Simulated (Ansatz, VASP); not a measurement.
**One calculation of ZnSe, two programs**

```
Zn Se
1.0
     0.00000    3.07849    2.40122
     3.07849    0.00000    2.40122
     3.07849    3.07849    0.00000
Zn Se
1 1
Direct
  0.00000 0.00000 0.00000
  0.75000 0.75000 0.75000
```

Alike in both runs: task single point; functional PBE; k mesh 10 × 10 × 10; occupations gaussian, width 0.05 eV; no spin polarisation.

|  | VASP | Ansatz |
| --- | --- | --- |
| version | VASP 6.6.1 | Ansatz 0.2.0 |
| potentials or method | VASP PAW PBE potentials, release 64 (Zn, Se), cutoff 520 eV | scalar-relativistic, plane waves, PAW |
| valence electrons in the cell | 18 | 28 |

```tsv
	VASP	Ansatz	Ansatz less VASP
gap on the k mesh at the Fermi level (eV)	0.73	0.73	-0.002
least direct gap on the mesh (eV)	0.73	0.73	-0.002
pressure (GPa)	1.0	0.8	-0.22
traceless stress, the component that is largest in VASP (GPa)	3.43	3.48	+0.046
```

The functional is the same, so the differences come from potentials, cutoffs and numerics. VASP's potentials hold 18 valence electrons a cell and Ansatz's 28, so a difference there can come from the potentials and not from the codes.
